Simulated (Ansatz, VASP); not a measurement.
## Two plane-wave programs on RbAsO3

INCAR

```
  PREC = Accurate
  ENCUT = 520
  EDIFF = 1E-6
  ISMEAR = -1
  SIGMA = 0.1
  LREAL = F
  LASPH = T
  NELM = 80
  ALGO = Normal
  ISIF = 2
  LWAVE = F
  LCHARG = F
  NBANDS = 24
```

The input KPOINTS:

```
regular mesh
0
Gamma
  4 4 4
```

File POSCAR:

```
RbAsO3
1.0
    3.9304978214      0.0000000000      0.0000000000
    0.0000000000      3.9304978214      0.0000000000
    0.0000000000      0.0000000000      3.9304978214
Rb As O
1 1 3
Direct
    0.0000000000      0.0000000000      0.0000000000
    0.5000000000      0.5000000000      0.5000000000
    0.5000000000      0.5000000000      0.0000000000
    0.5000000000      0.0000000000      0.5000000000
    0.0000000000      0.5000000000      0.5000000000
```

Input for Ansatz:

```yaml
crystal:
  lattice:
    - [3.930497821447386, 0.0, -3.969941010769759e-20]
    - [0.0, 3.930497821447386, 0.0]
    - [-3.9699410107697594e-20, 0.0, 3.930497821447386]
  atoms:
    - { symbol: Rb, position: [3.337469755335188e-33, 0.0, 7.487706435753936e-69] }
    - { symbol: As, position: [0.5000000000000001, 0.5000000000000001, 0.5000000000000001] }
    - { symbol: O, position: [0.5000000000000001, 0.5000000000000001, -4.766053369569721e-34] }
    - { symbol: O, position: [0.5000000000000001, -1.3349879021340751e-32, 0.5000000000000001] }
    - { symbol: O, position: [7.247084921716577e-32, 0.5000000000000001, 0.5000000000000001] }
kpoints:
  mp_grid:
    grid: [4, 4, 4]
hamiltonian:
  xc: lda
  pseudopotentials:
    kind: paw
scf:
  occupations:
    method: fermi_dirac
    width: 0.1
output:
  forces: true
  stress: true
```

Alike in both runs: task single point; functional LDA; k mesh 4 × 4 × 4; occupations fermi-dirac, width 0.1 eV; no spin polarisation.

|  | VASP | Ansatz |
| --- | --- | --- |
| version | VASP 6.6.1 | Ansatz 0.2.0 |
| potentials or method | VASP PAW LDA potentials, release 64 (Rb_sv, As, O) | plane waves, PAW |
| plane-wave cutoff (eV) | 520 | 420 |
| valence electrons in the cell | 32 | 42 |

```csv
,VASP,Ansatz,Ansatz less VASP
pressure (GPa),-9.3,-9.9,-0.59
```

LDA's correlation is that of Perdew and Zunger in VASP and of Perdew and Wang (1992) in Ansatz. VASP's potentials hold 32 valence electrons a cell and Ansatz's 42, so a difference there can come from the potentials and not from the codes.

The k mesh is coarse, so the values compare programs but aren't converged.
